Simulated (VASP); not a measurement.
Write the native input for VASP 6.6.1 that does the following.

* Task: relaxation of cell and atoms
* Functional: BLYP
* Dispersion: D3(BJ)
* Potentials or basis: VASP PAW PBE potentials, release 64 (Rh_pv)
* Cutoff: 600 eV
* k mesh: 10 × 10 × 3
* Occupations: fermi-dirac, width 0.05 eV
* Spin: no spin polarisation
* Dipole correction: no
* Further INCAR settings: ALGO = Normal; EDIFF = 1e-06; IBRION = 2; EDIFFG = -0.02; NSW = 80; ISIF = 3

The structure of Rh lies in POSCAR:

```
Rh
1.0
    2.6917450000      0.0000000000      0.0000000000
   -1.3458720000      2.3311190000      0.0000000000
    0.0000000000      0.0000000000      8.7980700000
Rh
4
Direct
    0.0000000000      0.0000000000      0.0000000000
    0.3333333333      0.6666666667      0.2500000000
    0.0000000000      0.0000000000      0.5000000000
    0.6666666667      0.3333333333      0.7500000000
```

These files were run (other wordings do the same):

INCAR

```
SYSTEM = Rh
AGGAC = 1.0 ; AGGAX = 1.0
ALDAC = 0.0 ; ALDAX = 1.0
ALGO = Normal ; EDIFF = 1E-6
EDIFFG = -0.02 ; ENCUT = 600
GGA = B5 ; IBRION = 2
ISIF = 3 ; ISMEAR = -1
IVDW = 12 ; LASPH = .True.
LCHARG = .False. ; LREAL = .False.
LWAVE = .False. ; NELM = 80
NSW = 80 ; PREC = Accurate
SIGMA = 0.05 ; VDW_A1 = 0.4298
VDW_A2 = 4.2359 ; VDW_S6 = 1.0
VDW_S8 = 2.6996
```

KPOINTS

```
k-points
0
Gamma
  10 10 3
  0 0 0
```

Potentials or basis: VASP PAW PBE potentials, release 64 (Rh_pv).

Run with:

```sh
$ cat potpaw_PBE.64/Rh_pv/POTCAR > POTCAR
$ mpirun -np 1 vasp_std > vasp.out
```

Results of the run:

| Item | Value |
| --- | --- |
| Relaxed volume | 13.87 Å³/atom |
| Relaxed cell | a = 2.695 Å, b = 2.695 Å, c = 8.817 Å, α = 90.00°, β = 90.00°, γ = 120.00° |
| Space group after relaxing (to 0.05 Å) | P6_3/mmc (No. 194) |
| Energy gained by relaxing | 0.3 meV/atom |
| Ionic steps | 3 |
| Pressure after relaxing | -0.1 GPa |
| Band gap on the k mesh | zero (band 30 reaches 13.10 eV, above the bottom of band 31 at 11.26 eV) |
| Dispersion energy per atom | -1.480 eV |

Caveat: the PAW data sets were made with another functional, which shifts forces and pressure a little; pairwise dispersion overbinds metals, which lowers pressure and volume.

It took 3 min on 1 thread of Intel(R) Xeon(R) Platinum 8259CL CPU @ 2.50GHz (Skylake/Cascade Lake), with other jobs on the host, peak memory 0.23 GiB.
